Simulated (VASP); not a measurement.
# Au (I4/mmm) in VASP: further runs

Au is run at these levels: PBE; tasks: single point.

All numbers are computed with VASP 6.6.1; they aren't measurements. Logs are shortened: lines on timing, memory, paths and dates and some standing lists are left out, and cuts for length are marked.

**1. The cell of the first run**

The structure is tetragonal, space group I4/mmm (No. 139). Conventional cell: a = 2.777 Å, b = 2.777 Å, c = 4.255 Å, α = 90.00°, β = 90.00°, γ = 90.00°. Within 3.7 Å of Au (site symmetry 4/mmm) lie 12 Au at 2.78 to 2.90 Å.

**2. Single point, PBE (strain -0.040 along x and y, +0.040 along z)**

INCAR reads:

```
PREC = Accurate ; ENCUT = 520
EDIFF = 1E-7 ; ISMEAR = 0
SIGMA = 0.15 ; LREAL = F
LASPH = T ; NELM = 60
ALGO = Normal ; ISIF = 2
LWAVE = F ; LCHARG = F
GGA = PE ; NBANDS = 12
```

KPOINTS reads:

```
regular mesh
0
Gamma
  20 20 20
```

POSCAR reads:

```
Au
1.0
    0.0000000000      1.9636800000      2.1273200000
    1.9636800000      0.0000000000      2.1273200000
    1.9636800000      1.9636800000      0.0000000000
Au
1
Direct
    0.0000000000      0.0000000000      0.0000000000
```

Potentials or basis: VASP PAW PBE potentials, release 64 (Au).

Command:

```
$ cat potpaw_PBE.64/Au/POTCAR > POTCAR
$ mpirun -np 1 vasp_std > vasp.out
```

OUTCAR:

```text
PREC = Accurate
   ENCUT = 520
   EDIFF = 1E-7
   ISMEAR = 0
   LREAL = F
   LASPH = T
   NELM = 60
   ISIF = 2
   GGA = PE

 ion  position               nearest neighbor table
   1  0.000  0.000  0.000-

  LATTYP: Found a body centered tetragonal cell.
 ALAT       =     2.7770628882
 C/A-ratio  =     1.5320646926

  Lattice vectors:

 A1 = (  -1.9636800000,   0.0000000000,   2.1273200000)
 A2 = (   1.9636800000,   0.0000000000,   2.1273200000)
 A3 = (   0.0000000000,   1.9636800000,  -2.1273200000)

Analysis of symmetry for initial positions (statically):
=====================================================================
 Subroutine PRICEL returns:
 Original cell was already a primitive cell.

 Routine SETGRP: Setting up the symmetry group for a
 body centered tetragonal supercell.

 Subroutine GETGRP returns: Found 16 space group operations
 (whereof 16 operations were pure point group operations)
 out of a pool of 16 trial point group operations.

The static configuration has the point symmetry D_4h.

Analysis of symmetry for dynamics (positions and initial velocities):
=====================================================================
 Subroutine PRICEL returns:
 Original cell was already a primitive cell.

 Routine SETGRP: Setting up the symmetry group for a
 body centered tetragonal supercell.

 Subroutine GETGRP returns: Found 16 space group operations
 (whereof 16 operations were pure point group operations)
 out of a pool of 16 trial point group operations.

The dynamic configuration has the point symmetry D_4h.

 Subroutine INISYM returns: Found 16 space group operations
 (whereof 16 operations are pure point group operations),
 and found     1 'primitive' translations

----------------------------------------------------------------------------------------

                                     Primitive cell

  volume of cell :      16.4061

  direct lattice vectors                    reciprocal lattice vectors
     0.000000000  1.963680000  2.127320000    -0.254623971  0.254623971  0.235037512
     1.963680000  0.000000000  2.127320000     0.254623971 -0.254623971  0.235037512
     1.963680000  1.963680000  0.000000000     0.254623971  0.254623971 -0.235037512

  length of vectors
     2.895087136  2.895087136  2.777062888     0.430010890  0.430010890  0.430010890

  position of ions in fractional coordinates (direct lattice)
     0.000000000  0.000000000  0.000000000

  ion indices of the primitive-cell ions
   primitive index   ion index
                 1           1

----------------------------------------------------------------------------------------

 KPOINTS: regular mesh

Automatic generation of k-mesh.
 Grid dimensions read from file:
 generate k-points for:   20   20   20

 Generating k-lattice:

  Cartesian coordinates                     Fractional coordinates (reciprocal lattice)
    -0.012731199  0.012731199  0.011751876     0.050000000  0.000000000  0.000000000
     0.012731199 -0.012731199  0.011751876     0.000000000  0.050000000  0.000000000
     0.012731199  0.012731199 -0.011751876    -0.000000000 -0.000000000  0.050000000

  Length of vectors
     0.021500545  0.021500545  0.021500545

  Shift w.r.t. Gamma in fractional coordinates (k-lattice)
     0.000000000  0.000000000  0.000000000

 Subroutine IBZKPT returns following result:
 ===========================================

 Found    641 irreducible k-points:

 Following reciprocal coordinates:
            Coordinates               Weight
  0.000000  0.000000  0.000000      1.000000
  0.050000  0.000000  0.000000      8.000000
  0.100000  0.000000  0.000000      8.000000
  0.150000  0.000000  0.000000      8.000000
  0.200000  0.000000  0.000000      8.000000
  0.250000  0.000000  0.000000      8.000000
[... 16 lines left out ...]
 -0.400000  0.050000  0.000000      8.000000
 -0.350000  0.050000  0.000000      8.000000
 [... further k-points ...]
   k-points           NKPTS =    641   k-points in BZ     NKDIM =    641   number of bands    NBANDS=     12
   number of dos      NEDOS =    301   number of ions     NIONS =      1
   total plane-waves  NPLWV =  13824
   dimension x,y,z NGX =    24 NGY =   24 NGZ =   24
   dimension x,y,z NGXF=    48 NGYF=   48 NGZF=   48
   ions per type =               1
   NGX,Y,Z   is equivalent  to a cutoff of  13.78, 13.78, 14.37 a.u.
   NGXF,Y,Z  is equivalent  to a cutoff of  27.56, 27.56, 28.73 a.u.
 SYSTEM =  unknown system
   PREC   = accura    normal or accurate (medium, high low for compatibility)
   ISTART =      0    job   : 0-new  1-cont  2-samecut
   ICHARG =      2    charge: 1-file 2-atom 10-const
   ISPIN  =      1    spin polarized calculation?
   LNONCOLLINEAR =      F non collinear calculations
   LSORBIT =      F    spin-orbit coupling
   LASPH  =      T    aspherical Exc in radial PAW
   ENCUT  =  520.0 eV  38.22 Ry    6.18 a.u.   5.38  5.38  5.16*2*pi/ulx,y,z
   NELM   =     60;   NELMIN=  2; NELMDL= -5     # of ELM steps
   EDIFF  = 0.1E-06   stopping-criterion for ELM
   LREAL  =      F    real-space projection
   EDIFFG = 0.1E-05   stopping-criterion for IOM
   NSW    =      0    number of steps for IOM
   IBRION =     -1    ionic relax: 0-MD 1-quasi-New 2-CG
   NFREE  =      0    steps in history (QN), initial steepest desc. (CG)
   ISIF   =      2    stress and relaxation
   ISYM   =      2    0-nonsym 1-usesym 2-fastsym
   POTIM  = 0.5000    time-step for ionic-motion
   TEBEG  =    0.0;   TEEND  =   0.0 temperature during run
   PSTRESS=    0.0 pullay stress
   NELECT =      11.0000    total number of electrons
   NUPDOWN=      -1.0000    fix difference up-down
   EMIN   =  10.00;   EMAX   =-10.00  energy-range for DOS
   EFERMI =   0.00;   METHOD = LEGACY
   ISMEAR =     0;   SIGMA  =   0.15  broadening in eV -4-tet -1-fermi 0-gaus
   EFERMI_NEDOS =   21; number of points for ismear=-14 and -15
   IALGO  =     38    algorithm
   IMIX   =      4    mixing-type and parameters
     AMIX     =   0.40;   BMIX     =  1.00
     AMIX_MAG =   1.60;   BMIX_MAG =  1.00
  volume/ion in A,a.u.               =      16.41       110.71
  Fermi-wavevector in a.u.,A,eV,Ry     =   1.432862  2.707716 27.934026  2.053093
  Thomas-Fermi vector in A             =   2.552443
   LORBIT       =      0    0 simple, 1 ext, 2 COOP (PROOUT), +10 PAW based schemes
   GGA     = PE    functional components
   LHFCALC =     F    Hartree Fock is set to
   AEXX    =    0.0000 exact exchange contribution
   IVDW    =     0    specifies the selected vdW correction
   LEPSILON=     F    determine dielectric tensor
   LRPA    =     F    only Hartree local field effects (RPA)
 non-spin polarized calculation
 Gauss-broadening in eV      SIGMA  =   0.15
  energy-cutoff  :      520.00
  volume of cell :       16.41
 maximum number of plane-waves:       457
 NGX is ok and might be reduce to    24
   NGX = 11   NGY = 11   NGZ = 11

 number of electron      11.0000000 magnetization

 Free energy of the ion-electron system (eV)
  ---------------------------------------------------
  ext. energy  EPLUGINS =         0.00000000
  ---------------------------------------------------
  free energy    TOTEN  =        -3.14065783 eV

  energy without entropy =       -3.13754832  energy(sigma->0) =       -3.13910307

 E-fermi :  10.1764     XC(G=0): -12.9454

 val. band max:       10.1666952463   @ k =  -0.3500   0.1500   0.0000
 cond. band min:      10.1990745505   @ k =   0.5000   0.4000   0.0500
 fundamental gap:      0.0323793042
 Fermi energy:        10.1764075776

 k-point     1 :       0.0000    0.0000    0.0000
  band No.  band energies     occupation
      1      -0.1414      2.00000
      2       4.7081      2.00000
      3       5.5044      2.00000
      4       5.5044      2.00000
      5       6.3710      2.00000
      6       7.2413      2.00000
      7      24.6845      0.00000
      8      27.8353      0.00000
      9      29.3050      0.00000
     10      29.3050      0.00000
     11      33.9420      0.00000
     12      38.1649      0.00000

 k-point     2 :       0.0500    0.0000    0.0000
  band No.  band energies     occupation
      1      -0.0504      2.00000
      2       4.7282      2.00000
      3       5.4837      2.00000
      4       5.5358      2.00000
      5       6.3662      2.00000
      6       7.2167      2.00000
      7      24.7972      0.00000
      8      27.7415      0.00000
      9      28.9088      0.00000
     10      29.4215      0.00000
     11      34.4915      0.00000
     12      36.5903      0.00000

 k-point     3 :       0.1000    0.0000    0.0000
  band No.  band energies     occupation
      1       0.2165      2.00000
      2       4.7749      2.00000
      3       5.4314      2.00000
      4       5.6226      2.00000
      5       6.3687      2.00000
      6       7.1523      2.00000
      7      25.0849      0.00000
      8      26.8984      0.00000
      9      28.7793      0.00000
     10      29.7547      0.00000
     11      34.2667      0.00000
     12      36.1648      0.00000

 k-point     4 :       0.1500    0.0000    0.0000
  band No.  band energies     occupation
      1       0.6384      2.00000
      2       4.8199      2.00000
      3       5.3670      2.00000
      4       5.7401      2.00000
      5       6.4261      2.00000
      6       7.0788      2.00000
      7      25.0446      0.00000
      8      25.8172      0.00000
      9      29.2042      0.00000
     10      30.2482      0.00000
     11      32.7604      0.00000
     12      35.5864      0.00000

 k-point     5 :       0.2000    0.0000    0.0000
  band No.  band energies     occupation
      1       1.1688      2.00000
      2       4.8726      2.00000
      3       5.2935      2.00000
      4       5.8398      2.00000
      5       6.5916      2.00000
      6       7.0503      2.00000
      7      23.4821      0.00000
      8      25.8619      0.00000
      9      29.7904      0.00000
     10      30.7631      0.00000
     11      31.7441      0.00000
     12      34.1469      0.00000
[... 228 lines left out ...]
      1       2.5212      2.00000
      2       4.7869      2.00000
      3       5.5817      2.00000
      4       7.7317      2.00000
      5       7.9645      2.00000
      6       9.4581      2.00000
      7      13.5666      0.00000
      8      23.7022      0.00000
      9      26.8982      0.00000
     10      28.2904      0.00000
     11      34.5779      0.00000
     12      36.3361      0.00000

 k-point    22 :      -0.4500    0.0500    0.0000
  band No.  band energies     occupation
      1       2.5249      2.00000
      2       4.8052      2.00000
      3       5.5755      2.00000
      4       7.6678      2.00000
      5       7.8910      2.00000
      6       9.4545      2.00000
      7      13.7136      0.00000
      8      23.6983      0.00000
      9      26.7852      0.00000
     10      28.5840      0.00000
     11      34.4376      0.00000
     12      36.4500      0.00000

 k-point    23 :      -0.4000    0.0500    0.0000
  band No.  band energies     occupation
      1       2.5268      2.00000
      2       4.8590      2.00000
      3       5.6147      2.00000
      4       7.1826      2.00000
      5       7.7191      2.00000
      6       8.8135      2.00000
      7      15.0640      0.00000
      8      23.9021      0.00000
      9      27.0259      0.00000
     10      29.1938      0.00000
     11      33.9511      0.00000
     12      35.9975      0.00000

 k-point    24 :      -0.3500    0.0500    0.0000
  band No.  band energies     occupation
      1       2.4905      2.00000
      2       4.9375      2.00000
      3       5.6934      2.00000
      4       6.3845      2.00000
      5       7.4777      2.00000
      6       8.2207      2.00000
      7      16.8725      0.00000
      8      24.2891      0.00000
      9      27.5768      0.00000
     10      30.0894      0.00000
     11      33.1698      0.00000
     12      34.8416      0.00000

 [... further k-points ...]

------------------------ aborting loop because EDIFF is reached ----------------------------------------

  FORCE on cell =-STRESS in cart. coord.  units (eV):
  Direction    XX          YY          ZZ          XY          YZ          ZX
  --------------------------------------------------------------------------------------
  -------------------------------------------------------------------------------------
  Total        1.8470008      1.8470008      1.4203154      0.0000000      0.0000000      0.0000000
  in kB      180.3737874    180.3737874    138.7046839      0.0000000      0.0000000      0.0000000
  external PRESSURE =     166.4840862 kB  Pullay stress =       0.0000000 kB

 VOLUME and BASIS-vectors are now :
 -----------------------------------------------------------------------------
  energy-cutoff  :      520.00
  volume of cell :       16.41
      direct lattice vectors                 reciprocal lattice vectors
     0.000000000  1.963680000  2.127320000    -0.254623971  0.254623971  0.235037512
     1.963680000  0.000000000  2.127320000     0.254623971 -0.254623971  0.235037512
     1.963680000  1.963680000  0.000000000     0.254623971  0.254623971 -0.235037512

 POSITION                                       TOTAL-FORCE (eV/Angst)
 -----------------------------------------------------------------------------------
      0.00000      0.00000      0.00000         0.000000      0.000000      0.000000
 -----------------------------------------------------------------------------------
    total drift:                                0.000000      0.000000     -0.000000

  FREE ENERGIE OF THE ION-ELECTRON SYSTEM (eV)
  ---------------------------------------------------
  free  energy   TOTEN  =        -3.1406578277 eV

  energy  without entropy=       -3.1375483219  energy(sigma->0) =       -3.13910307
```

It took 32 s on 1 thread of Intel Xeon 6975P-C (Granite Rapids), shared host; peak memory 0.24 GiB.

What came out:

```yaml
Free_energy: -3.1407 eV
Pressure: 16.6 GPa
```

Stress tensor (GPa, compression positive):
```
18.04  0.00  0.00
 0.00 18.04  0.00
 0.00  0.00 13.87
```

Caveat: the cell differs from its parent crystal (strain -0.040 along x and y, +0.040 along z); spin-orbit coupling is left out, which moves the levels of the heavy elements.

(Part 1 of 2 ends here.)
